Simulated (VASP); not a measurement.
Here is a VASP 6.6.1 calculation.

Contents of INCAR:

```
  PREC = Accurate
  ENCUT = 500
  EDIFF = 1E-7
  ISMEAR = -1
  SIGMA = 0.1
  LREAL = F
  LASPH = T
  NELM = 120
  ALGO = Normal
  ISIF = 3
  LWAVE = F
  LCHARG = F
  GGA = PE
  IBRION = 2
  NSW = 60
  EDIFFG = -0.03
  PSTRESS = 200.0
  GGA_COMPAT = F
  NELMIN = 4
```

The input KPOINTS:

```
Automatic mesh
0
Gamma
  7 7 7
```

The input POSCAR:

```
Ir
1.0
    0.0000000000      2.6350000000      2.6350000000
    2.6350000000      0.0000000000      2.6350000000
    2.6350000000      2.6350000000      0.0000000000
Ir
2
Direct
    1.0000000000      1.0000000000      1.0000000000
    0.2500000000      0.2500000000      0.2500000000
```

Potentials or basis: VASP PAW PBE potentials, release 64 (Ir).

Launch:

```console
$ cat potpaw_PBE.64/Ir/POTCAR > POTCAR
$ mpirun -np 1 vasp_std > vasp.out
```

Problem. Estimate the relaxed volume.

Solution. 19.71 Å³/atom.

Problem. What does it give for the space group after relaxing (to 0.1 Å)?

Solution. Fd-3m (No. 227).

Problem. Estimate the relaxed cell.

Solution. a = 3.820 Å, b = 3.820 Å, c = 3.820 Å, α = 60.00°, β = 60.00°, γ = 60.00°.

Problem. What does it give for the band gap on the k mesh?

Solution. Zero (bands 9 and 10 overlap by 1.56 eV).

Final structure:
```
CELL_PARAMETERS angstrom
0.00000 2.70140 2.70140
2.70140 0.00000 2.70140
2.70140 2.70140 0.00000
ATOMIC_POSITIONS crystal
Ir 0.00000 0.00000 0.00000
Ir 0.25000 0.25000 0.25000
```

Caveat: the cell is relaxed towards a set pressure, so the run minimises the enthalpy, not the energy; spin-orbit coupling is left out, which moves the levels of the heavy elements.
